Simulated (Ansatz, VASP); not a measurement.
# Mg: VASP beside Ansatz

File INCAR:

```
SYSTEM = Mg
PREC     = Accurate       ! precision mode
ENCUT    = 520            ! plane-wave cutoff, eV
EDIFF    = 1E-7           ! SCF threshold, eV
ISMEAR   = -1             ! smearing method
SIGMA    = 0.05           ! smearing width, eV
LREAL    = .False.        ! projectors in reciprocal space
LASPH    = .True.         ! aspherical terms in the spheres
NELM     = 100            ! most SCF steps
ALGO     = Normal         ! electronic algorithm
ISIF     = 2              ! what is computed and relaxed
LWAVE    = .False.        ! write WAVECAR
LCHARG   = .False.        ! write CHGCAR
GGA      = B5             ! functional
ALDAX    = 1.0          
AGGAX    = 1.0          
AGGAC    = 1.0          
ALDAC    = 0.0          
IVDW     = 12             ! dispersion correction
VDW_S6   = 1.0          
VDW_S8   = 2.6996       
VDW_A1   = 0.4298       
VDW_A2   = 4.2359       
NBANDS   = 9              ! bands
```

KPOINTS

```
regular mesh
0
Gamma
  10 10 5
  0 0 0
```

Contents of POSCAR:

```
Mg
1.0
    3.1877604248      0.0000000000      0.0000000000
   -1.5938802124      2.7606815091      0.0000000000
    0.0000000000      0.0000000000      5.1753304900
Mg
2
Direct
    0.6666666667      0.3333333333      0.7500000000
    0.3333333333      0.6666666667      0.2500000000
```

File input.yaml:

```yaml
crystal:
  lattice:
    - [3.1877604248, 0.0, 0.0]
    - [-1.5938802124, 2.7606815091, 0.0]
    - [0.0, 0.0, 5.17533049]
  atoms:
    - { symbol: Mg, position: [0.6666666667, 0.3333333333, 0.75] }
    - { symbol: Mg, position: [0.3333333333, 0.6666666667, 0.25] }
hamiltonian:
  xc: blyp
  pseudopotentials: { kind: paw }
  dispersion: d3bj
kpoints:
  mp_grid: { grid: [10, 10, 5] }
scf:
  occupations: { method: fermi_dirac, width: 0.05 }
output:
  forces: true
  stress: true
  eigenvalues: true
  write_density: true
  write_potential: true
  elf: true
  volumetric_format: npy
```

Alike in both runs: task single point; functional BLYP; dispersion D3(BJ); k mesh 10 × 10 × 5; occupations fermi-dirac, width 0.05 eV; no spin polarisation.

|  | VASP | Ansatz |
| --- | --- | --- |
| version | VASP 6.6.1 | Ansatz 0.2.0 |
| potentials or method | VASP PAW PBE potentials, release 64 (Mg) | Ansatz PAW |
| plane-wave cutoff (eV) | 520 | 420 |
| valence electrons in the cell | 4 | 20 |

|  | VASP | Ansatz | Ansatz less VASP |
| --- | --- | --- | --- |
| gap on the k mesh at the Fermi level (eV) | none | none | - |
| pressure (GPa) | -3.4 | -3.4 | +0.04 |
| traceless stress, the component that is largest in VASP (GPa) | 0.93 | 0.94 | +0.005 |

VASP's potentials were made for PBE, not for BLYP. A gap of «none» marks a metal or a gap that the smearing closes. VASP's potentials hold 4 valence electrons a cell and Ansatz's 20, so a difference there can come from the potentials and not from the codes.
